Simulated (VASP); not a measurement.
Write the native input for VASP 6.6.1 that does the following.

```yaml
Task: single point
Functional: LDA
Potentials_or_basis: VASP PAW LDA potentials, release 64 (Cs_sv, Ca_sv, Br)
Cutoff: 520 eV
k_mesh: 4 × 4 × 4
Occupations: gaussian, width 0.05 eV
Spin: no spin polarisation
Dipole_correction: no
Further_INCAR_settings: ALGO = Normal; EDIFF = 1e-06; NBANDS = 28
```

The structure of CsCaBr3 lies in POSCAR:

```
CsCaBr3
1.0
    5.7086657300      0.0000000000      0.0000000000
    0.0000000000      5.3661457862      0.0000000000
    0.0000000000      0.0000000000      5.7086657300
Cs Ca Br
1 1 3
Direct
    0.0000000000      0.0000000000      0.0000000000
    0.5000000000      0.5000000000      0.5000000000
    0.5000000000      0.0000000000      0.5000000000
    0.0000000000      0.5000000000      0.5000000000
    0.5000000000      0.5000000000      0.0000000000
```

This cell differs from its parent crystal: strain -0.0600 x Voigt [0, 1, 0, 0, 0, 0].

The input as run:

INCAR

```
  PREC = Accurate
  ENCUT = 520
  EDIFF = 1E-6
  ISMEAR = 0
  SIGMA = 0.05
  LREAL = False
  LASPH = True
  NELM = 60
  ALGO = Normal
  ISIF = 2
  LWAVE = False
  LCHARG = False
  GGA = CA
  NBANDS = 28
```

KPOINTS

```
Automatic mesh
0
Gamma
  4 4 4
```

Potentials or basis: VASP PAW LDA potentials, release 64 (Cs_sv, Ca_sv, Br).

Run with:

```bash
$ cat potpaw_LDA.64/Cs_sv/POTCAR potpaw_LDA.64/Ca_sv/POTCAR potpaw_LDA.64/Br/POTCAR > POTCAR
$ mpirun -np 1 vasp_std > vasp.out
```

It gave:

- Pressure: -0.6 GPa
- Band gap on the k mesh: 4.22 eV, indirect (least direct gap 4.46 eV)

Caveat: the cell differs from its parent crystal (strain -0.0600 x Voigt [0, 1, 0, 0, 0, 0]); spin-orbit coupling is left out, which moves the levels of the heavy elements.

It took 95 s on 1 thread of Intel Xeon 6975P-C (shared host), peak memory 0.26 GiB.
